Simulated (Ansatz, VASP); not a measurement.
Given: the input of a run of Ansatz 0.2.0 on Al.

Contents of input.yaml:

```yaml
crystal:
  lattice:
    - [2.8676155389, 0.0, 0.0]
    - [-1.4338077694, 2.4834279049, 0.0]
    - [0.0, 0.0, 4.9623026648]
  atoms:
    - { symbol: Al, position: [0.3333333333, 0.6666666667, 0.25] }
    - { symbol: Al, position: [0.6666666667, 0.3333333333, 0.75] }
kpoints:
  mp_grid: { grid: [11, 11, 6] }
scf:
  occupations: { method: fermi_dirac, width: 0.05 }
hamiltonian:
  xc: pbesol
  pseudopotentials: { kind: all_electron, lapw: { basis_error: 0.001 } }
output:
  forces: true
  stress: true
  eigenvalues: true
```

Potentials or basis: all-electron LAPW, scalar-relativistic.

The run is started by

```sh
$ ansatz run input.yaml --threads 1 --pin off --max-ram 3072MiB --backend cpu --events-out ev --progress --plain --runs-dir out
```

Problem. Set up the same calculation for VASP 6.6.1. Potentials there: VASP PAW PBE potentials, release 64 (Al).

Solution. As run (the cutoff follows the program's own potentials):

Contents of INCAR:

```
SYSTEM = Al
PREC = Accurate
ENCUT = 520
EDIFF = 1E-6
ISMEAR = -1
SIGMA = 0.05
LREAL = .FALSE.
LASPH = .TRUE.
NELM = 60
ALGO = Normal
ISIF = 2
LWAVE = .FALSE.
LCHARG = .FALSE.
GGA = PS
NBANDS = 10
```

KPOINTS

```
Automatic mesh
0
G
  11 11 6
  0 0 0
```

POSCAR

```
Al
1.0
    2.8676155389      0.0000000000      0.0000000000
   -1.4338077694      2.4834279049      0.0000000000
    0.0000000000      0.0000000000      4.9623026648
Al
2
Direct
    0.3333333333      0.6666666667      0.2500000000
    0.6666666667      0.3333333333      0.7500000000
```

Potentials or basis: VASP PAW PBE potentials, release 64 (Al).

Launch:

```sh
$ cat potpaw_PBE.64/Al/POTCAR > POTCAR
$ mpirun -np 1 vasp_std > vasp.out
```

Both were run:

|  | VASP | Ansatz | Ansatz less VASP |
| --- | --- | --- | --- |
| gap on the k mesh at the Fermi level (eV) | none | none | - |
| pressure (GPa) | -5.1 | -5.1 | -0.02 |
| traceless stress, the component that is largest in VASP (GPa) | -2.27 | -2.26 | +0.013 |

VASP's potentials were made for PBE, not for PBEsol. A gap of «none» marks a metal or a gap that the smearing closes. Ansatz ran all-electron here, and VASP with PAW potentials.
